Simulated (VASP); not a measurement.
# ZnS (zincblende type) (F-43m) in VASP: further runs

ZnS (zincblende type) is run at these levels: r2SCAN; tasks: single point, relaxation of cell and atoms.

Everything below comes from runs of VASP 6.6.1. Logs are shortened: lines on timing, memory, paths and dates and some standing lists are left out, and cuts for length are marked.

## 1. The cell of the first run

Symmetry: F-43m, No. 216, cubic system. The conventional cell has a = 5.389 Å, b = 5.389 Å, c = 5.389 Å, α = 90.00°, β = 90.00°, γ = 90.00°. Zn (site symmetry -43m) has 4 S at 2.33 Å within 3.1 Å. S (site symmetry -43m) has 4 Zn at 2.33 Å within 3.1 Å.

## 2. Single point, r2SCAN

The input, POSCAR:

```
ZnS
1.0
    0.0000000000      2.6944515985      2.6944515985
    2.6944515985      0.0000000000      2.6944515985
    2.6944515985      2.6944515985      0.0000000000
Zn S
1 1
Direct
    0.0000000000      0.0000000000      0.0000000000
    0.2500000000      0.2500000000      0.2500000000
```

The input, INCAR.step1:

```
SYSTEM = ZnS
PREC = Accurate
ENCUT = 520
ISMEAR = -1
SIGMA = 0.05
LREAL = .False.
LASPH = .True.
NELM = 60
NBANDS = 16
GGA = PE
ALGO = Normal
EDIFF = 1E-4
LWAVE = .True.
LCHARG = .False.
```

The input, INCAR.step2:

```
SYSTEM = ZnS
PREC = Accurate
ENCUT = 520
EDIFF = 1E-7
ISMEAR = -1
SIGMA = 0.05
LREAL = .False.
LASPH = .True.
NELM = 60
ALGO = Normal
ISIF = 2
LWAVE = .False.
LCHARG = .False.
METAGGA = R2SCAN
LMIXTAU = .True.
NBANDS = 16
ISTART = 1
```

The input, KPOINTS:

```
Automatic mesh
0
Gamma
  12 12 12
  0 0 0
```

Potentials or basis: VASP PAW PBE potentials, release 64 (Zn, S).

The run is started by

```
cat potpaw_PBE.64/Zn/POTCAR potpaw_PBE.64/S/POTCAR > POTCAR
cp INCAR.step1 INCAR
mpirun -np 1 vasp_std > vasp.out
cp INCAR.step2 INCAR
mpirun -np 1 vasp_std > vasp.out
```

OUTCAR:

```text
SYSTEM = ZnS
   PREC = Accurate
   ENCUT = 520
   EDIFF = 1E-7
   ISMEAR = -1
   LREAL = .False.
   LASPH = .True.
   NELM = 60
   ISIF = 2
   METAGGA = R2SCAN
   ISTART = 1

 ion  position               nearest neighbor table
   1  0.000  0.000  0.000-   2 2.33   2 2.33   2 2.33   2 2.33
   2  0.250  0.250  0.250-   1 2.33   1 2.33   1 2.33   1 2.33

  LATTYP: Found a face centered cubic cell.
 ALAT       =     5.3889031970

  Lattice vectors:

 A1 = (   0.0000000000,   2.6944515985,   2.6944515985)
 A2 = (   2.6944515985,   0.0000000000,   2.6944515985)
 A3 = (   2.6944515985,   2.6944515985,   0.0000000000)

Analysis of symmetry for initial positions (statically):
=====================================================================
 Subroutine PRICEL returns:
 Original cell was already a primitive cell.

 Routine SETGRP: Setting up the symmetry group for a
 face centered cubic supercell.

 Subroutine GETGRP returns: Found 24 space group operations
 (whereof 24 operations were pure point group operations)
 out of a pool of 48 trial point group operations.

The static configuration has the point symmetry T_d .

Analysis of symmetry for dynamics (positions and initial velocities):
=====================================================================
 Subroutine PRICEL returns:
 Original cell was already a primitive cell.

 Routine SETGRP: Setting up the symmetry group for a
 face centered cubic supercell.

 Subroutine GETGRP returns: Found 24 space group operations
 (whereof 24 operations were pure point group operations)
 out of a pool of 48 trial point group operations.

The dynamic configuration has the point symmetry T_d .

 Subroutine INISYM returns: Found 24 space group operations
 (whereof 24 operations are pure point group operations),
 and found     1 'primitive' translations

----------------------------------------------------------------------------------------

                                     Primitive cell

  volume of cell :      39.1238

  direct lattice vectors                    reciprocal lattice vectors
     0.000000000  2.694451599  2.694451599    -0.185566518  0.185566518  0.185566518
     2.694451599  0.000000000  2.694451599     0.185566518 -0.185566518  0.185566518
     2.694451599  2.694451599  0.000000000     0.185566518  0.185566518 -0.185566518

  length of vectors
     3.810529994  3.810529994  3.810529994     0.321410637  0.321410637  0.321410637

  position of ions in fractional coordinates (direct lattice)
     0.000000000  0.000000000  0.000000000
     0.250000000  0.250000000  0.250000000

  ion indices of the primitive-cell ions
   primitive index   ion index
                 1           1
                 2           2

----------------------------------------------------------------------------------------

 KPOINTS: Automatic mesh

Automatic generation of k-mesh.
 Grid dimensions read from file:
 generate k-points for:   12   12   12

 Generating k-lattice:

  Cartesian coordinates                     Fractional coordinates (reciprocal lattice)
    -0.015463876  0.015463876  0.015463876     0.083333333  0.000000000  0.000000000
     0.015463876 -0.015463876  0.015463876     0.000000000  0.083333333  0.000000000
     0.015463876  0.015463876 -0.015463876     0.000000000  0.000000000  0.083333333

  Length of vectors
     0.026784220  0.026784220  0.026784220

  Shift w.r.t. Gamma in fractional coordinates (k-lattice)
     0.000000000  0.000000000  0.000000000

 Subroutine IBZKPT returns following result:
 ===========================================

 Found     72 irreducible k-points:

 Following reciprocal coordinates:
            Coordinates               Weight
  0.000000  0.000000  0.000000      1.000000
  0.083333  0.000000  0.000000      8.000000
  0.166667  0.000000  0.000000      8.000000
  0.250000  0.000000  0.000000      8.000000
  0.333333  0.000000  0.000000      8.000000
  0.416667  0.000000  0.000000      8.000000
[... 16 lines left out ...]
  0.500000  0.166667  0.000000     24.000000
 -0.416667  0.166667  0.000000     24.000000
 [... further k-points ...]
   k-points           NKPTS =     72   k-points in BZ     NKDIM =     72   number of bands    NBANDS=     16
   number of dos      NEDOS =    301   number of ions     NIONS =      2
   total plane-waves  NPLWV =  21952
   dimension x,y,z NGX =    28 NGY =   28 NGZ =   28
   dimension x,y,z NGXF=    56 NGYF=   56 NGZF=   56
   ions per type =               1   1
   NGX,Y,Z   is equivalent  to a cutoff of  12.22, 12.22, 12.22 a.u.
   NGXF,Y,Z  is equivalent  to a cutoff of  24.43, 24.43, 24.43 a.u.
 SYSTEM =  ZnS
   PREC   = accura    normal or accurate (medium, high low for compatibility)
   ISTART =      1    job   : 0-new  1-cont  2-samecut
   ICHARG =      0    charge: 1-file 2-atom 10-const
   ISPIN  =      1    spin polarized calculation?
   LNONCOLLINEAR =      F non collinear calculations
   LSORBIT =      F    spin-orbit coupling
   LASPH  =      T    aspherical Exc in radial PAW
   ENCUT  =  520.0 eV  38.22 Ry    6.18 a.u.   7.09  7.09  7.09*2*pi/ulx,y,z
   NELM   =     60;   NELMIN=  2; NELMDL=  0     # of ELM steps
   EDIFF  = 0.1E-06   stopping-criterion for ELM
   LREAL  =      F    real-space projection
   EDIFFG = 0.1E-05   stopping-criterion for IOM
   NSW    =      0    number of steps for IOM
   IBRION =     -1    ionic relax: 0-MD 1-quasi-New 2-CG
   NFREE  =      0    steps in history (QN), initial steepest desc. (CG)
   ISIF   =      2    stress and relaxation
   ISYM   =      2    0-nonsym 1-usesym 2-fastsym
   POTIM  = 0.5000    time-step for ionic-motion
   TEBEG  =    0.0;   TEEND  =   0.0 temperature during run
   PSTRESS=    0.0 pullay stress
   NELECT =      18.0000    total number of electrons
   NUPDOWN=      -1.0000    fix difference up-down
   EMIN   =  10.00;   EMAX   =-10.00  energy-range for DOS
   EFERMI =   0.00;   METHOD = LEGACY
   ISMEAR =    -1;   SIGMA  =   0.05  broadening in eV -4-tet -1-fermi 0-gaus
   EFERMI_NEDOS =   21; number of points for ismear=-14 and -15
   IALGO  =     38    algorithm
   IMIX   =      4    mixing-type and parameters
     AMIX     =   0.40;   BMIX     =  1.00
     AMIX_MAG =   1.60;   BMIX_MAG =  1.00
  volume/ion in A,a.u.               =      19.56       132.01
  Fermi-wavevector in a.u.,A,eV,Ry     =   1.263820  2.388274 21.731789  1.597241
  Thomas-Fermi vector in A             =   2.397157
   LORBIT       =      0    0 simple, 1 ext, 2 COOP (PROOUT), +10 PAW based schemes
   METAGGA = R2SCAN    functional components
   LHFCALC =     F    Hartree Fock is set to
   AEXX    =    0.0000 exact exchange contribution
   IVDW    =     0    specifies the selected vdW correction
   LEPSILON=     F    determine dielectric tensor
   LRPA    =     F    only Hartree local field effects (RPA)
 non-spin polarized calculation
  energy-cutoff  :      520.00
  volume of cell :       39.12
 maximum number of plane-waves:      1067
   NGX = 15   NGY = 15   NGZ = 15

 number of electron      18.0000006 magnetization

 Free energy of the ion-electron system (eV)
  ---------------------------------------------------
  ext. energy  EPLUGINS =         0.00000000
  ---------------------------------------------------
  free energy    TOTEN  =       -18.86642316 eV

  energy without entropy =      -18.86642316  energy(sigma->0) =      -18.86642316

 E-fermi :   2.9488     XC(G=0): -10.3267

 val. band max:        1.9097394158   @ k =   0.0000   0.0000   0.0000
 cond. band min:       4.6237251275   @ k =   0.0000   0.0000   0.0000
 fundamental gap:      2.7139857116
 Fermi energy:         2.9488043983

 k-point     1 :       0.0000    0.0000    0.0000
  band No.  band energies     occupation
      1     -11.8262      2.00000
      2      -4.6232      2.00000
      3      -4.6232      2.00000
      4      -4.6232      2.00000
      5      -4.0664      2.00000
      6      -4.0664      2.00000
[... 8 lines left out ...]
     15      14.2236      0.00000
     16      14.5006      0.00000

 k-point     2 :       0.0833    0.0000    0.0000
  band No.  band energies     occupation
      1     -11.7714      2.00000
      2      -4.6228      2.00000
      3      -4.6128      2.00000
      4      -4.6128      2.00000
      5      -4.0674      2.00000
      6      -4.0674      2.00000
[... 8 lines left out ...]
     15      13.8752      0.00000
     16      14.9512      0.00000

 k-point     3 :       0.1667    0.0000    0.0000
  band No.  band energies     occupation
      1     -11.6161      2.00000
      2      -4.6127      2.00000
      3      -4.5853      2.00000
      4      -4.5853      2.00000
      5      -4.0683      2.00000
      6      -4.0683      2.00000
[... 8 lines left out ...]
     15      13.4097      0.00000
     16      15.2848      0.00000

 k-point     4 :       0.2500    0.0000    0.0000
  band No.  band energies     occupation
      1     -11.3887      2.00000
      2      -4.5667      2.00000
      3      -4.5506      2.00000
      4      -4.5506      2.00000
      5      -4.0649      2.00000
      6      -4.0649      2.00000
[... 8 lines left out ...]
     15      13.4196      0.00000
     16      14.7288      0.00000
[... 324 lines left out ...]
 k-point    22 :       0.4167    0.1667    0.0000
  band No.  band energies     occupation
      1     -10.9379      2.00000
      2      -4.5352      2.00000
      3      -4.4481      2.00000
      4      -4.3508      2.00000
      5      -4.0425      2.00000
      6      -4.0251      2.00000
[... 8 lines left out ...]
     15      15.8611      0.00000
     16      16.3702      0.00000

 k-point    23 :       0.5000    0.1667    0.0000
  band No.  band energies     occupation
      1     -10.7931      2.00000
      2      -4.5015      2.00000
      3      -4.4388      2.00000
      4      -4.1785      2.00000
      5      -4.0302      2.00000
      6      -3.9137      2.00000
[... 8 lines left out ...]
     15      16.0381      0.00000
     16      16.7040      0.00000

 k-point    24 :      -0.4167    0.1667    0.0000
  band No.  band energies     occupation
      1     -10.7731      2.00000
      2      -4.4904      2.00000
      3      -4.4448      2.00000
      4      -4.1123      2.00000
      5      -4.0475      2.00000
      6      -3.8635      2.00000
[... 8 lines left out ...]
     15      14.8335      0.00000
     16      16.5242      0.00000

 [... further k-points ...]

------------------------ aborting loop because EDIFF is reached ----------------------------------------

  FORCE on cell =-STRESS in cart. coord.  units (eV):
  Direction    XX          YY          ZZ          XY          YZ          ZX
  --------------------------------------------------------------------------------------
  -------------------------------------------------------------------------------------
  Total        0.0092518      0.0092518      0.0092518      0.0000000     -0.0000000      0.0000000
  in kB        0.3788749      0.3788749      0.3788749      0.0000000     -0.0000000      0.0000000
  external PRESSURE =       0.3788749 kB  Pullay stress =       0.0000000 kB

 VOLUME and BASIS-vectors are now :
 -----------------------------------------------------------------------------
  energy-cutoff  :      520.00
  volume of cell :       39.12
      direct lattice vectors                 reciprocal lattice vectors
     0.000000000  2.694451599  2.694451599    -0.185566518  0.185566518  0.185566518
     2.694451599  0.000000000  2.694451599     0.185566518 -0.185566518  0.185566518
     2.694451599  2.694451599  0.000000000     0.185566518  0.185566518 -0.185566518

 POSITION                                       TOTAL-FORCE (eV/Angst)
 -----------------------------------------------------------------------------------
      0.00000      0.00000      0.00000        -0.000000      0.000000      0.000000
      1.34723      1.34723      1.34723         0.000000     -0.000000     -0.000000
 -----------------------------------------------------------------------------------
    total drift:                                0.000011      0.000011      0.000011

  FREE ENERGIE OF THE ION-ELECTRON SYSTEM (eV)
  ---------------------------------------------------
  free  energy   TOTEN  =       -18.8664231621 eV

  energy  without entropy=      -18.8664231620  energy(sigma->0) =      -18.86642316
```

Wall time 2 min (1 thread of Intel Xeon Platinum 8488C (Sapphire Rapids), shared host); peak memory 0.18 GiB.

Results:

* Free energy: -18.8664 eV
* Pressure: 0.0 GPa
* Band gap on the k mesh: 2.71 eV

Caveat: the PAW data sets were made with another functional, which shifts forces and pressure a little. A k mesh can miss the band edges.

## 3. Relaxation of cell and atoms, r2SCAN

This run uses another cell than the first one, of 19.37 Å³/atom.

The input, POSCAR:

```
ZnS
1.0
    0.0000000000      2.6855547637      2.6855547637
    2.6855547637      0.0000000000      2.6855547637
    2.6855547637      2.6855547637      0.0000000000
Zn S
1 1
Direct
    0.0000000000      0.0000000000      0.0000000000
    0.2500000000      0.2500000000      0.2500000000
```

The input, INCAR.step1:

```
PREC = Accurate
ENCUT = 600
ISMEAR = -1
SIGMA = 0.05
LREAL = False
LASPH = True
NELM = 60
GGA = PE
ALGO = Normal
EDIFF = 1E-4
LWAVE = True
LCHARG = False
```

The input, INCAR.step2:

```
PREC = Accurate
ENCUT = 600
EDIFF = 1E-7
ISMEAR = -1
SIGMA = 0.05
LREAL = False
LASPH = True
NELM = 60
ALGO = Normal
ISIF = 3
LWAVE = False
LCHARG = False
METAGGA = R2SCAN
LMIXTAU = True
IBRION = 2
NSW = 60
EDIFFG = -0.005
ISTART = 1
```

The input, KPOINTS:

```
regular mesh
0
Gamma
  12 12 12
```

Potentials or basis: VASP PAW PBE potentials, release 64 (Zn, S).

The run is started by

```
cat potpaw_PBE.64/Zn/POTCAR potpaw_PBE.64/S/POTCAR > POTCAR
cp INCAR.step1 INCAR
mpirun -np 1 vasp_std > vasp.out
cp INCAR.step2 INCAR
mpirun -np 1 vasp_std > vasp.out
```

Wall time 8.2 min (1 thread of Intel Xeon Platinum 8488C (Sapphire Rapids), shared host); peak memory 0.2 GiB.

Results (log left out):

| Property | Result |
| --- | --- |
| Free energy | -18.8677 eV |
| Relaxed volume | 19.56 Å³/atom |
| Relaxed cell | a = 3.811 Å, b = 3.811 Å, c = 3.811 Å, α = 60.00°, β = 60.00°, γ = 60.00° |
| Space group after relaxing (to 0.1 Å) | F-43m (No. 216) |
| Energy gained by relaxing | 0.4 meV/atom |
| Ionic steps | 4 |
| Pressure after relaxing | 0.0 GPa |
| Band gap on the k mesh | 2.71 eV |

Step by step:
```tsv
step	energy change (eV)	largest force (eV/Å)	pressure (GPa)	volume (Å³)
1	0.0000	0.0000	0.80	38.74
2	-0.0005	0.0000	-0.32	39.28
3	-0.0008	0.0000	0.11	39.07
4	-0.0008	0.0000	0.00	39.12
```

Final structure:
```cif
data_structure
_symmetry_space_group_name_H-M 'P 1'
_symmetry_Int_Tables_number 1
_cell_length_a 3.8106
_cell_length_b 3.8106
_cell_length_c 3.8106
_cell_angle_alpha 60.000
_cell_angle_beta 60.000
_cell_angle_gamma 60.000
_cell_volume 39.12
loop_
_atom_site_label
_atom_site_type_symbol
_atom_site_fract_x
_atom_site_fract_y
_atom_site_fract_z
_atom_site_occupancy
Zn1 Zn 0.00000 0.00000 0.00000 1
S1 S 0.25000 0.25000 0.25000 1
```

Levels at points of the mesh, in eV from the valence-band top:
| k point | band 6 | band 7 | band 8 | band 9 | band 10 | band 11 | band 12 | band 13 |
| --- | --- | --- | --- | --- | --- | --- | --- | --- |
| (0.00, 0.00, 0.00) | -5.98 | 0.00 | 0.00 | 0.00 | 2.71 | 6.90 | 6.90 | 6.90 |
| (0.50, 0.00, 0.00) | -5.78 | -5.45 | -0.90 | -0.90 | 3.83 | 7.39 | 7.39 | 9.45 |
| (0.50, 0.50, 0.00) | -5.76 | -4.65 | -2.31 | -2.31 | 3.71 | 4.48 | 11.83 | 12.88 |

Caveat: the PAW data sets were made with another functional, which shifts forces and pressure a little.
